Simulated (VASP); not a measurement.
# Cd (Pm-3m) in VASP: a series of runs, part 2 of 2

VASP 6.6.1. Earlier steps stand in the parts before.

### Step 3. Single point, RPBE (volume scaled by 1.12)

INCAR reads:

```
SYSTEM = Cd
ALGO     = Normal         ! electronic algorithm
EDIFF    = 1E-7           ! SCF threshold, eV
ENCUT    = 520            ! plane-wave cutoff, eV
GGA      = RP             ! functional
ISIF     = 2              ! what is computed and relaxed
ISMEAR   = -1             ! smearing method
LASPH    = .TRUE.         ! aspherical terms in the spheres
LCHARG   = .FALSE.        ! write CHGCAR
LREAL    = .FALSE.        ! projectors in reciprocal space
LWAVE    = .FALSE.        ! write WAVECAR
NBANDS   = 12             ! bands
NELM     = 100            ! most SCF steps
PREC     = Accurate       ! precision mode
SIGMA    = 0.1            ! smearing width, eV
```

KPOINTS reads:

```
k-points
0
G
  12 12 12
  0 0 0
```

POSCAR reads:

```
Cd
1.0
    3.1849211481      0.0000000000      0.0000000000
    0.0000000000      3.1849211481      0.0000000000
    0.0000000000      0.0000000000      3.1849211481
Cd
1
Direct
    0.0000000000      0.0000000000      0.0000000000
```

Potentials or basis: VASP PAW PBE potentials, release 64 (Cd).

Started as:

```
$ cat potpaw_PBE.64/Cd/POTCAR > POTCAR
$ mpirun -np 1 vasp_std > vasp.out
```

OUTCAR:

```text
SYSTEM = Cd
   EDIFF = 1E-7
   ENCUT = 520
   GGA = RP
   ISIF = 2
   ISMEAR = -1
   LASPH = .TRUE.
   LREAL = .FALSE.
   NELM = 100
   PREC = Accurate

 ion  position               nearest neighbor table
   1  0.000  0.000  0.000-

  LATTYP: Found a simple cubic cell.
 ALAT       =     3.1849211481

  Lattice vectors:

 A1 = (   3.1849211481,   0.0000000000,   0.0000000000)
 A2 = (   0.0000000000,   3.1849211481,   0.0000000000)
 A3 = (   0.0000000000,   0.0000000000,   3.1849211481)

Analysis of symmetry for initial positions (statically):
=====================================================================
 Subroutine PRICEL returns:
 Original cell was already a primitive cell.

 Routine SETGRP: Setting up the symmetry group for a
 simple cubic supercell.

 Subroutine GETGRP returns: Found 48 space group operations
 (whereof 48 operations were pure point group operations)
 out of a pool of 48 trial point group operations.

The static configuration has the point symmetry O_h .

Analysis of symmetry for dynamics (positions and initial velocities):
=====================================================================
[... 160 lines left out ...]
 fundamental gap:      0.1011125405
 Fermi energy:         0.6957948506

 k-point     1 :       0.0000    0.0000    0.0000
  band No.  band energies     occupation
      1      -8.3425      2.00000
      2      -8.3425      2.00000
      3      -7.4755      2.00000
      4      -7.4755      2.00000
      5      -7.4755      2.00000
      6      -5.7218      2.00000
      7       9.3874      0.00000
      8       9.3874      0.00000
      9       9.3874      0.00000
     10      12.4388      0.00000
     11      12.4388      0.00000
     12      12.9122      0.00000
[... 331 lines left out ...]
 k-point    24 :       0.4167    0.3333    0.0000
  band No.  band energies     occupation
      1      -8.0858      2.00000
      2      -8.0400      2.00000
      3      -7.6832      2.00000
      4      -7.6338      2.00000
      5      -7.4493      2.00000
      6      -1.2072      2.00000
      7       1.9302      0.00001
      8       4.6415      0.00000
      9       8.2524      0.00000
     10      14.0546      0.00000
     11      15.4270      0.00000
     12      17.3109      0.00000

 [... further k-points ...]
[... 5 lines left out ...]
  --------------------------------------------------------------------------------------
  -------------------------------------------------------------------------------------
  Total       -0.2950727     -0.2950727     -0.2950727     -0.0000000      0.0000000     -0.0000000
  in kB      -14.6333457    -14.6333457    -14.6333457     -0.0000000      0.0000000     -0.0000000
  external PRESSURE =     -14.6333457 kB  Pullay stress =       0.0000000 kB

 VOLUME and BASIS-vectors are now :
 -----------------------------------------------------------------------------
  energy-cutoff  :      520.00
  volume of cell :       32.31
      direct lattice vectors                 reciprocal lattice vectors
     3.184921148  0.000000000  0.000000000     0.313979516  0.000000000  0.000000000
     0.000000000  3.184921148  0.000000000     0.000000000  0.313979516  0.000000000
     0.000000000  0.000000000  3.184921148     0.000000000  0.000000000  0.313979516

 POSITION                                       TOTAL-FORCE (eV/Angst)
 -----------------------------------------------------------------------------------
      0.00000      0.00000      0.00000         0.000000      0.000000      0.000000
 -----------------------------------------------------------------------------------
    total drift:                                0.000000     -0.000000      0.000000

  FREE ENERGIE OF THE ION-ELECTRON SYSTEM (eV)
  ---------------------------------------------------
  free  energy   TOTEN  =        -0.2464135566 eV

  energy  without entropy=       -0.2303867090  energy(sigma->0) =       -0.23840013
```

OSZICAR:

```text
N       E                     dE             d eps       ncg     rms          rms(c)
DAV:   1     0.708014631542E+02    0.70801E+02   -0.64972E+03  2080   0.925E+02
DAV:   2     0.118745358254E+01   -0.69614E+02   -0.66889E+02  2220   0.228E+02
DAV:   3    -0.250486540289E+00   -0.14379E+01   -0.14373E+01  2368   0.367E+01
DAV:   4    -0.252667069211E+00   -0.21805E-02   -0.21805E-02  2184   0.146E+00
DAV:   5    -0.252674273820E+00   -0.72046E-05   -0.72046E-05  2360   0.772E-02    0.134E+00
DAV:   6    -0.243884310207E+00    0.87900E-02   -0.33917E-02  2332   0.203E+00    0.118E+00
DAV:   7    -0.245394196873E+00   -0.15099E-02   -0.56700E-03  2152   0.671E-01    0.568E-01
DAV:   8    -0.246310807265E+00   -0.91661E-03   -0.13769E-03  2076   0.409E-01    0.516E-02
DAV:   9    -0.246410117215E+00   -0.99310E-04   -0.10468E-04  2188   0.830E-02    0.815E-03
DAV:  10    -0.246413107311E+00   -0.29901E-05   -0.28576E-06  2248   0.122E-02    0.285E-03
DAV:  11    -0.246413532632E+00   -0.42532E-06   -0.99688E-07  2124   0.625E-03    0.347E-04
DAV:  12    -0.246413556575E+00   -0.23943E-07   -0.75713E-09  1452   0.500E-04
   1 F= -.24641356E+00 E0= -.23840013E+00  d E =-.160268E-01
```

Run time: 12 s. Hardware: 1 thread of Intel Xeon Platinum 8259CL at 2.50GHz (Skylake/Cascade Lake), shared host; peak memory 0.15 GiB.

What came out:

```
Free energy            : -0.2464 eV
Pressure               : -1.5 GPa
Band gap on the k mesh : zero (band 6 reaches 4.69 eV, above the bottom of band 7 at -0.73 eV)
```

Caveat: the PAW data sets were made with another functional, which shifts forces and pressure a little.
